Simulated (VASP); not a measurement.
Set up this calculation in VASP 6.6.1, as the native input.

| Item | Value |
| --- | --- |
| Task | single point |
| Functional | PBE |
| Potentials or basis | VASP PAW PBE potentials, release 64 (Sn_d, Ge_d) |
| Cutoff | 520 eV |
| k mesh | 4 × 4 × 2 |
| Occupations | gaussian, width 0.2 eV |
| Spin | no spin polarisation |
| Dipole correction | no |
| Further INCAR settings | ALGO = Fast; EDIFF = 1e-06; NBANDS = 58 |

The structure of Sn4Ge3 lies in POSCAR:

```
Sn4Ge3
1.0
    5.0312237590      0.0000000029      0.0000000000
   -2.5156118820      4.3571675859      0.0000000000
    0.0000000000      0.0000000000      8.9941254609
Sn Ge
4 3
Direct
    0.3333333333      0.6666666667      0.8203838676
    0.3333333333      0.6666666667      0.1796161324
    0.6666666667      0.3333333333      0.1796161324
    0.6666666667      0.3333333333      0.8203838676
    0.3333333333      0.6666666667      0.5000000000
    0.6666666667      0.3333333333      0.5000000000
    0.0000000000      0.0000000000      0.5000000000
```

One way to write it, as run:

INCAR

```
SYSTEM = Sn4Ge3
ALGO = Fast ; EDIFF = 1E-6
ENCUT = 520 ; GGA = PE
ISIF = 2 ; ISMEAR = 0
LASPH = .TRUE. ; LCHARG = .FALSE.
LREAL = .FALSE. ; LWAVE = .FALSE.
NBANDS = 58 ; NELM = 60
PREC = Accurate ; SIGMA = 0.2
```

KPOINTS

```
k-points
0
G
  4 4 2
  0 0 0
```

Potentials or basis: VASP PAW PBE potentials, release 64 (Sn_d, Ge_d).

The run is started by

```console
$ cat potpaw_PBE.64/Sn_d/POTCAR potpaw_PBE.64/Ge_d/POTCAR > POTCAR
$ mpirun -np 1 vasp_std > vasp.out
```

Results of the run:

- Pressure: 0.1 GPa
- Largest force: 0.009 eV/Å
- Band gap on the k mesh: zero (band 49 reaches 6.34 eV, above the bottom of band 50 at 4.78 eV)

Caveat: the k points lie up to 0.36 Å⁻¹ apart; spin-orbit coupling is left out, which moves the levels of the heavy elements.

Run time: 2.9 min on 1 thread of Intel(R) Xeon(R) Platinum 8259CL CPU @ 2.50GHz (Skylake/Cascade Lake), on a shared host, peak memory 0.36 GiB.
